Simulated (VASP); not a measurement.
# SrO (Cmmm) in VASP: a series of runs

SrO is run at these levels: PBE; tasks: single point, relaxation of cell and atoms.

Program: VASP 6.6.1. These are calculated values, not measurements. Logs are shortened: lines on timing, memory, paths and dates and some standing lists are left out, and cuts for length are marked.

### 1 The cell of the first run

The structure is orthorhombic, space group Cmmm (No. 65). The conventional cell has a = 7.906 Å, b = 7.906 Å, c = 3.634 Å, α = 90.00°, β = 90.00°, γ = 90.00°. Within 3.2 Å of Sr (site symmetry mmm) lie 2 O at 2.41 Å. Sr (site symmetry mmm) has 4 O at 2.38 Å within 3.1 Å. Within 3.1 Å of O (site symmetry 2mm) lie 3 Sr at 2.38 to 2.41 Å and 1 O at 3.08 Å.

### 2 Single point, PBE (atoms taken out)

File INCAR:

```
SYSTEM = SrO
ALGO     = Normal         ! electronic algorithm
EDIFF    = 1E-6           ! SCF threshold, eV
ENCUT    = 520            ! plane-wave cutoff, eV
GGA      = PE             ! functional
ISIF     = 2              ! what is computed and relaxed
ISMEAR   = 0              ! smearing method
LASPH    = .True.         ! aspherical terms in the spheres
LCHARG   = .False.        ! write CHGCAR
LREAL    = .False.        ! projectors in reciprocal space
LWAVE    = .False.        ! write WAVECAR
NBANDS   = 24             ! bands
NELM     = 80             ! most SCF steps
PREC     = Accurate       ! precision mode
SIGMA    = 0.1            ! smearing width, eV
```

File KPOINTS:

```
k-points
0
Gamma
  4 4 6
  0 0 0
```

File POSCAR:

```
SrO
1.0
    3.9532205700     -3.9532205700      0.0000000000
    3.9532205700      3.9532205700      0.0000000000
    0.0000000000      0.0000000000      3.6339537900
Sr O
2 2
Direct
    0.0000000000      0.0000000000      0.0000000000
    0.5000000000      0.5000000000      0.5000000000
    0.6950000000      0.3050000000      0.0000000000
    0.3050000000      0.6950000000      0.0000000000
```

Potentials or basis: VASP PAW PBE potentials, release 64 (Sr_sv, O).

Run with:

```sh
cat potpaw_PBE.64/Sr_sv/POTCAR potpaw_PBE.64/O/POTCAR > POTCAR
mpirun -np 1 vasp_std > vasp.out
```

OUTCAR:

```text
SYSTEM = SrO
   EDIFF = 1E-6
   ENCUT = 520
   GGA = PE
   ISIF = 2
   ISMEAR = 0
   LASPH = .True.
   LREAL = .False.
   NELM = 80
   PREC = Accurate

 ion  position               nearest neighbor table
   1  0.000  0.000  0.000-   3 2.41   4 2.41   2 4.35   2 4.35   2 4.35   2 4.35   2 4.35   2 4.35
                             2 4.35   2 4.35
   2  0.500  0.500  0.500-   3 2.38   4 2.38   3 2.38   4 2.38   1 4.35   1 4.35   1 4.35   1 4.35
                             1 4.35   1 4.35   1 4.35   1 4.35
   3  0.695  0.305  0.000-   2 2.38   2 2.38   1 2.41
   4  0.305  0.695  0.000-   2 2.38   2 2.38   1 2.41

  LATTYP: Found a simple tetragonal cell.
 ALAT       =     5.5906981451
 C/A-ratio  =     0.6499999992

  Lattice vectors:

 A1 = (   3.9532205700,  -3.9532205700,   0.0000000000)
 A2 = (   3.9532205700,   3.9532205700,   0.0000000000)
 A3 = (   0.0000000000,   0.0000000000,   3.6339537900)

Analysis of symmetry for initial positions (statically):
=====================================================================
 Subroutine PRICEL returns:
 Original cell was already a primitive cell.

 Routine SETGRP: Setting up the symmetry group for a
 simple tetragonal supercell.

 Subroutine GETGRP returns: Found  8 space group operations
 (whereof  8 operations were pure point group operations)
 out of a pool of 16 trial point group operations.

The static configuration has the point symmetry D_2h.

Analysis of symmetry for dynamics (positions and initial velocities):
=====================================================================
 Subroutine PRICEL returns:
 Original cell was already a primitive cell.

 Routine SETGRP: Setting up the symmetry group for a
 simple tetragonal supercell.

 Subroutine GETGRP returns: Found  8 space group operations
 (whereof  8 operations were pure point group operations)
 out of a pool of 16 trial point group operations.

The dynamic configuration has the point symmetry D_2h.

 Subroutine INISYM returns: Found  8 space group operations
 (whereof  8 operations are pure point group operations),
 and found     1 'primitive' translations

----------------------------------------------------------------------------------------

                                     Primitive cell

  volume of cell :     113.5825

  direct lattice vectors                    reciprocal lattice vectors
     3.953220570 -3.953220570  0.000000000     0.126479156 -0.126479156  0.000000000
     3.953220570  3.953220570  0.000000000     0.126479156  0.126479156  0.000000000
     0.000000000  0.000000000  3.633953790     0.000000000  0.000000000  0.275182365

  length of vectors
     5.590698145  5.590698145  3.633953790     0.178868537  0.178868537  0.275182365

  position of ions in fractional coordinates (direct lattice)
     0.000000000  0.000000000  0.000000000
     0.500000000  0.500000000  0.500000000
     0.695000000  0.305000000  0.000000000
     0.305000000  0.695000000  0.000000000

  ion indices of the primitive-cell ions
   primitive index   ion index
                 1           1
                 2           2
                 3           3
                 4           4

----------------------------------------------------------------------------------------

 KPOINTS: k-points

Automatic generation of k-mesh.
 Grid dimensions read from file:
 generate k-points for:    4    4    6

 Generating k-lattice:

  Cartesian coordinates                     Fractional coordinates (reciprocal lattice)
     0.031619789 -0.031619789  0.000000000     0.250000000  0.000000000  0.000000000
     0.031619789  0.031619789  0.000000000     0.000000000  0.250000000  0.000000000
     0.000000000  0.000000000  0.045863728     0.000000000  0.000000000  0.166666667

  Length of vectors
     0.044717134  0.044717134  0.045863728

  Shift w.r.t. Gamma in fractional coordinates (k-lattice)
     0.000000000  0.000000000  0.000000000

 Subroutine IBZKPT returns following result:
 ===========================================

 Found     28 irreducible k-points:

 Following reciprocal coordinates:
            Coordinates               Weight
  0.000000  0.000000  0.000000      1.000000
  0.250000  0.000000  0.000000      4.000000
  0.500000  0.000000  0.000000      2.000000
  0.250000  0.250000  0.000000      2.000000
 -0.250000  0.250000  0.000000      2.000000
  0.500000  0.250000  0.000000      4.000000
[... 16 lines left out ...]
  0.250000  0.000000  0.500000      4.000000
  0.500000  0.000000  0.500000      2.000000
 [... further k-points ...]
   k-points           NKPTS =     28   k-points in BZ     NKDIM =     28   number of bands    NBANDS=     24
   number of dos      NEDOS =    301   number of ions     NIONS =      4
   total plane-waves  NPLWV =  49392
   dimension x,y,z NGX =    42 NGY =   42 NGZ =   28
   dimension x,y,z NGXF=    84 NGYF=   84 NGZF=   56
   ions per type =               2   2
[... 25 lines left out ...]
   EMIN   =  10.00;   EMAX   =-10.00  energy-range for DOS
   EFERMI =   0.00;   METHOD = LEGACY
   ISMEAR =     0;   SIGMA  =   0.10  broadening in eV -4-tet -1-fermi 0-gaus
   EFERMI_NEDOS =   21; number of points for ismear=-14 and -15
   IALGO  =     38    algorithm
   IMIX   =      4    mixing-type and parameters
     AMIX     =   0.40;   BMIX     =  1.00
     AMIX_MAG =   1.60;   BMIX_MAG =  1.00
  volume/ion in A,a.u.               =      28.40       191.62
  Fermi-wavevector in a.u.,A,eV,Ry     =   1.073217  2.028087 15.671127  1.151795
  Thomas-Fermi vector in A             =   2.209010
   LORBIT       =      0    0 simple, 1 ext, 2 COOP (PROOUT), +10 PAW based schemes
   GGA     = PE    functional components
   LHFCALC =     F    Hartree Fock is set to
   AEXX    =    0.0000 exact exchange contribution
   IVDW    =     0    specifies the selected vdW correction
   LEPSILON=     F    determine dielectric tensor
   LRPA    =     F    only Hartree local field effects (RPA)
 non-spin polarized calculation
 Gauss-broadening in eV      SIGMA  =   0.10
  energy-cutoff  :      520.00
  volume of cell :      113.58
 maximum number of plane-waves:      3088
 NGX is ok and might be reduce to    42
   NGX = 21   NGY = 21   NGZ = 13

 number of electron      32.0000014 magnetization

 Free energy of the ion-electron system (eV)
  ---------------------------------------------------
  ext. energy  EPLUGINS =         0.00000000
  ---------------------------------------------------
  free energy    TOTEN  =       -20.13845319 eV

  energy without entropy =      -20.12868202  energy(sigma->0) =      -20.13356761

 E-fermi :   0.4071     XC(G=0):  -7.5569

 val. band max:        0.3754715894   @ k =   0.2500   0.2500   0.1667
 cond. band min:       0.4500714925   @ k =   0.2500   0.0000   0.0000
 fundamental gap:      0.0745999031
 Fermi energy:         0.4070628748

 k-point     1 :       0.0000    0.0000    0.0000
  band No.  band energies     occupation
      1     -35.0835      2.00000
      2     -32.3450      2.00000
      3     -17.2764      2.00000
      4     -17.1922      2.00000
      5     -17.1468      2.00000
      6     -15.4758      2.00000
[... 16 lines left out ...]
     23       6.8301      0.00000
     24       7.2846      0.00000

 k-point     2 :       0.2500    0.0000    0.0000
  band No.  band energies     occupation
      1     -35.0835      2.00000
      2     -32.3450      2.00000
      3     -17.2772      2.00000
      4     -17.1921      2.00000
      5     -17.1041      2.00000
      6     -15.7582      2.00000
[... 16 lines left out ...]
     23       6.8394      0.00000
     24       7.3189      0.00000

 k-point     3 :       0.5000    0.0000    0.0000
  band No.  band energies     occupation
      1     -35.0834      2.00000
      2     -32.3450      2.00000
      3     -17.2782      2.00000
      4     -17.1919      2.00000
      5     -17.0539      2.00000
      6     -15.9514      2.00000
[... 16 lines left out ...]
     23       6.9236      0.00000
     24       7.5199      0.00000
[... 514 lines left out ...]
 k-point    23 :       0.2500    0.0000    0.5000
  band No.  band energies     occupation
      1     -35.0445      2.00000
      2     -32.2920      2.00000
      3     -17.6640      2.00000
      4     -17.2232      2.00000
      5     -17.0867      2.00000
      6     -16.0658      2.00000
[... 16 lines left out ...]
     23       6.1858      0.00000
     24       7.2384      0.00000

 k-point    24 :       0.5000    0.0000    0.5000
  band No.  band energies     occupation
      1     -35.0444      2.00000
      2     -32.2920      2.00000
      3     -17.6642      2.00000
      4     -17.2293      2.00000
      5     -17.1548      2.00000
      6     -15.7987      2.00000
[... 16 lines left out ...]
     23       6.5463      0.00000
     24       6.9190      0.00000

 [... further k-points ...]

------------------------ aborting loop because EDIFF is reached ----------------------------------------

  FORCE on cell =-STRESS in cart. coord.  units (eV):
  Direction    XX          YY          ZZ          XY          YZ          ZX
  --------------------------------------------------------------------------------------
  -------------------------------------------------------------------------------------
  Total        0.3545822     -5.9252834      4.3537149      0.0000000      0.0000000      0.0000000
  in kB        5.0016815    -83.5811261     61.4128260      0.0000000      0.0000000      0.0000000
  external PRESSURE =      -5.7222062 kB  Pullay stress =       0.0000000 kB

 VOLUME and BASIS-vectors are now :
 -----------------------------------------------------------------------------
  energy-cutoff  :      520.00
  volume of cell :      113.58
      direct lattice vectors                 reciprocal lattice vectors
     3.953220570 -3.953220570  0.000000000     0.126479156 -0.126479156  0.000000000
     3.953220570  3.953220570  0.000000000     0.126479156  0.126479156  0.000000000
     0.000000000  0.000000000  3.633953790     0.000000000  0.000000000  0.275182365

 POSITION                                       TOTAL-FORCE (eV/Angst)
 -----------------------------------------------------------------------------------
      0.00000      0.00000      0.00000         0.000000      0.000000      0.000000
      3.95322      0.00000      1.81698         0.000000      0.000000      0.000000
      3.95322     -1.54176      0.00000         0.000000     -1.462861     -0.000000
      3.95322      1.54176      0.00000         0.000000      1.462861      0.000000
 -----------------------------------------------------------------------------------
    total drift:                               -0.000000     -0.000000     -0.000000

  FREE ENERGIE OF THE ION-ELECTRON SYSTEM (eV)
  ---------------------------------------------------
  free  energy   TOTEN  =       -20.1384531899 eV

  energy  without entropy=      -20.1286820233  energy(sigma->0) =      -20.13356761
```

Wall time 2.8 min (1 thread of Intel Xeon 8259CL, shared host); peak memory 0.25 GiB.

Results:

* Free energy: -20.1385 eV
* Pressure: -0.6 GPa
* Largest force: 1.463 eV/Å
* Band gap on the k mesh: zero (bands 16 and 17 overlap by 0.07 eV)

Forces in eV/Å, atoms in the order of the input:
```
Sr   0.000  0.000  0.000
Sr   0.000  0.000  0.000
O    0.000 -1.463  0.000
O    0.000  1.463  0.000
```

Levels at points of the mesh, in eV from the Fermi level:
```csv
k point,band 14,band 15,band 16,band 17,band 18,band 19
"(0.00, 0.00, 0.00)",-0.53,-0.52,-0.13,-0.10,2.05,4.01
"(0.50, 0.00, 0.00)",-1.03,-0.98,-0.22,0.34,2.15,2.98
"(0.50, 0.50, 0.00)",-0.69,-0.15,-0.06,0.18,2.45,3.65
"(0.00, 0.00, 0.50)",-0.83,-0.80,-0.54,2.16,2.73,3.00
"(0.50, 0.00, 0.50)",-0.59,-0.55,-0.29,1.52,3.45,3.71
"(0.50, 0.50, 0.50)",-1.00,-0.52,-0.40,1.63,3.46,3.79
```

Caveat: the cell differs from its parent crystal (atoms taken out); the stress differs along the axes, from -8 to 6 GPa; semilocal functionals underestimate gaps, and a narrow one can read as zero; forces of over 1 eV/Å act on the atoms, so gaps and moduli don't describe the material at rest.

### 3 Single point, PBE (atoms taken out)

File INCAR:

```
SYSTEM = SrO
ALGO = Normal ; EDIFF = 1E-6
ENCUT = 520 ; GGA = PE
ISIF = 2 ; ISMEAR = 0
LASPH = .TRUE. ; LCHARG = .FALSE.
LREAL = .FALSE. ; LWAVE = .FALSE.
NBANDS = 24 ; NELM = 60
PREC = Accurate ; SIGMA = 0.1
```

File KPOINTS:

```
k-points
0
G
  4 4 6
  0 0 0
```

File POSCAR:

```
SrO
1.0
    4.3004547909     -3.7926915759      0.0000000000
    4.3004547909      3.7926915759      0.0000000000
    0.0000000000      0.0000000000      3.7835741427
Sr O
2 2
Direct
    0.0000000000      0.0000000000      0.0000000000
    0.5000000000      0.5000000000      0.5000000000
    0.7045329266      0.2954670734      0.0000000000
    0.2954670734      0.7045329266      0.0000000000
```

Potentials or basis: VASP PAW PBE potentials, release 64 (Sr_sv, O).

Run with:

```sh
cat potpaw_PBE.64/Sr_sv/POTCAR potpaw_PBE.64/O/POTCAR > POTCAR
mpirun -np 1 vasp_std > vasp.out
```

Run time: 3.7 min. Hardware: 1 thread of Intel Xeon 8259CL, shared host; peak memory 0.28 GiB.

It converged, with:

| Quantity | Value |
| --- | --- |
| Free energy | -20.4900 eV |
| Pressure | 0.4 GPa |
| Largest force | 0.085 eV/Å |
| Band gap on the k mesh | zero (bands 16 and 17 overlap by 0.01 eV) |

Forces on the atoms (eV/Å):
```
Sr   0.000  0.000  0.000
Sr   0.000  0.000  0.000
O    0.000  0.085  0.000
O    0.000 -0.085  0.000
```

Stress tensor (GPa, compression positive):
```
0.11 0.00 0.00
0.00 0.94 0.00
0.00 0.00 0.30
```

Levels at points of the mesh, in eV from the Fermi level:
```tsv
k point	band 14	band 15	band 16	band 17	band 18	band 19
(0.00, 0.00, 0.00)	-0.89	-0.55	-0.49	-0.03	2.16	3.83
(0.50, 0.00, 0.00)	-1.33	-1.25	-0.78	0.37	1.89	2.95
(0.50, 0.50, 0.00)	-1.16	-0.52	-0.03	0.40	2.62	3.03
(0.00, 0.00, 0.50)	-1.31	-1.12	-0.39	2.49	2.50	2.81
(0.50, 0.00, 0.50)	-1.00	-0.84	-0.39	1.75	3.34	3.47
(0.50, 0.50, 0.50)	-1.44	-0.90	-0.37	1.75	3.52	3.88
```

Caveat: the cell differs from its parent crystal (atoms taken out); semilocal functionals underestimate gaps, and a narrow one can read as zero.

### 4 Relaxation of cell and atoms, PBE (atoms taken out)

File INCAR:

```
SYSTEM = SrO
PREC     = Accurate       ! precision mode
ENCUT    = 600            ! plane-wave cutoff, eV
EDIFF    = 1E-7           ! SCF threshold, eV
ISMEAR   = 0              ! smearing method
SIGMA    = 0.1            ! smearing width, eV
LREAL    = .FALSE.        ! projectors in reciprocal space
LASPH    = .TRUE.         ! aspherical terms in the spheres
NELM     = 60             ! most SCF steps
ALGO     = Normal         ! electronic algorithm
ISIF     = 3              ! what is computed and relaxed
LWAVE    = .FALSE.        ! write WAVECAR
LCHARG   = .FALSE.        ! write CHGCAR
GGA      = PE             ! functional
IBRION   = 2              ! ionic algorithm
NSW      = 90             ! ionic steps
EDIFFG   = -0.04          ! ionic threshold
```

File KPOINTS:

```
Automatic mesh
0
G
  4 4 6
  0 0 0
```

File POSCAR:

```
SrO
1.0
    3.9532205700     -3.9532205700      0.0000000000
    3.9532205700      3.9532205700      0.0000000000
    0.0000000000      0.0000000000      3.6339537900
Sr O
2 2
Direct
    0.0000000000      0.0000000000      0.0000000000
    0.5000000000      0.5000000000      0.5000000000
    0.6950000000      0.3050000000      0.0000000000
    0.3050000000      0.6950000000      0.0000000000
```

Run with:

```sh
cat potpaw_PBE.64/Sr_sv/POTCAR potpaw_PBE.64/O/POTCAR > POTCAR
mpirun -np 1 vasp_std > vasp.out
```

Wall time 28 min (1 thread of Intel Xeon 8259CL, shared host); peak memory 0.3 GiB.

Results (log left out):

* Free energy: -20.4907 eV
* Relaxed volume: 31.17 Å³/atom
* Relaxed cell: a = 5.757 Å, b = 5.757 Å, c = 3.790 Å, α = 90.00°, β = 90.00°, γ = 82.86°
* Space group after relaxing (to 0.1 Å): Cmmm (No. 65)
* Energy gained by relaxing: 87.2 meV/atom
* Ionic steps: 13
* Pressure after relaxing: 0.0 GPa
* Largest force after relaxing: 0.012 eV/Å
* Band gap on the k mesh: zero (bands 16 and 17 overlap by 0.01 eV)

Forces on the atoms (eV/Å):
```
Sr   0.000  0.000  0.000
Sr   0.000  0.000  0.000
O    0.000 -0.012  0.000
O    0.000  0.012  0.000
```

Stress tensor (GPa, compression positive):
```
 0.09  0.00  0.00
 0.00 -0.20  0.00
 0.00  0.00  0.06
```

The path:
| step | energy change (eV) | largest force (eV/Å) | pressure (GPa) | volume (Å³) |
| --- | --- | --- | --- | --- |
| 1 | 0.0000 | 1.4626 | -0.61 | 113.58 |
| 2 | -0.2266 | 0.8019 | 3.18 | 111.36 |
| 3 | -0.3150 | 0.2066 | 1.45 | 112.17 |
| 4 | -0.3150 | 0.1703 | 1.51 | 112.14 |
| 5 | -0.3316 | 0.0291 | -0.30 | 116.09 |
| 6 | -0.3334 | 0.0139 | 0.11 | 115.13 |
| 7 | -0.3345 | 0.0098 | 0.11 | 115.50 |
| 8 | -0.3375 | 0.0036 | 0.12 | 116.63 |
| 9 | -0.3423 | 0.0336 | 0.13 | 118.89 |
| 10 | -0.3475 | 0.1049 | 0.17 | 123.39 |
| 11 | -0.3485 | 0.0011 | -0.08 | 124.51 |
| 12 | -0.3485 | 0.0146 | -0.04 | 124.34 |
| 13 | -0.3488 | 0.0123 | -0.01 | 124.67 |

Final structure:
```
CELL_PARAMETERS angstrom
4.31651 -3.80986 0.00000
4.31651 3.80986 0.00000
0.00000 0.00000 3.79045
ATOMIC_POSITIONS crystal
Sr 0.00000 0.00000 0.00000
Sr 0.50000 0.50000 0.50000
O 0.70421 0.29579 0.00000
O 0.29579 0.70421 0.00000
```

Levels at points of the mesh, in eV from the Fermi level:
| k point | band 14 | band 15 | band 16 | band 17 | band 18 | band 19 |
| --- | --- | --- | --- | --- | --- | --- |
| (0.00, 0.00, 0.00) | -0.86 | -0.52 | -0.48 | -0.03 | 2.15 | 3.80 |
| (0.50, 0.00, 0.00) | -1.30 | -1.21 | -0.75 | 0.37 | 1.89 | 2.93 |
| (0.50, 0.50, 0.00) | -1.12 | -0.49 | -0.04 | 0.40 | 2.61 | 3.03 |
| (0.00, 0.00, 0.50) | -1.26 | -1.08 | -0.39 | 2.49 | 2.50 | 2.80 |
| (0.50, 0.00, 0.50) | -0.97 | -0.80 | -0.39 | 1.76 | 3.33 | 3.45 |
| (0.50, 0.50, 0.50) | -1.41 | -0.86 | -0.38 | 1.75 | 3.50 | 3.86 |

Caveat: the cell differs from its parent crystal (atoms taken out); semilocal functionals underestimate gaps, and a narrow one can read as zero.

### 5 Overview

| task | cell | cutoff (eV) | gap on the mesh (eV) | pressure (GPa) | largest force (eV/Å) |
| --- | --- | --- | --- | --- | --- |
| single point | a = 5.591, b = 5.591, c = 3.634 Å, 4 atoms, atomic positions A | 520 | none | -0.6 | 1.46 |
| single point | a = 5.734, b = 5.734, c = 3.784 Å, angles 90.0, 90.0, 82.8°, 4 atoms, atomic positions B | 520 | none | 0.4 | 0.09 |
| relaxation of cell and atoms | relaxed from a = 5.591, b = 5.591, c = 3.634 Å, 4 atoms, atomic positions A | 600 | none | 0.0 | 0.01 |

Alike in all rows: level PBE; potentials or basis VASP PAW PBE potentials, release 64 (Sr_sv, O); no spin polarisation; k mesh 4 × 4 × 6; smearing gaussian 0.1 eV.

Caveats: semilocal functionals underestimate gaps, and a narrow one can read as zero; the stress differs along the axes, from -8 to 6 GPa (at least some runs); forces of over 1 eV/Å act on the atoms, so gaps and moduli don't describe the material at rest (at least some runs).

Total energies depend on the potentials used, so only differences within one code and one set of settings carry meaning.

The gap in the log of VASP goes by the Fermi energy; the results here count the filled bands.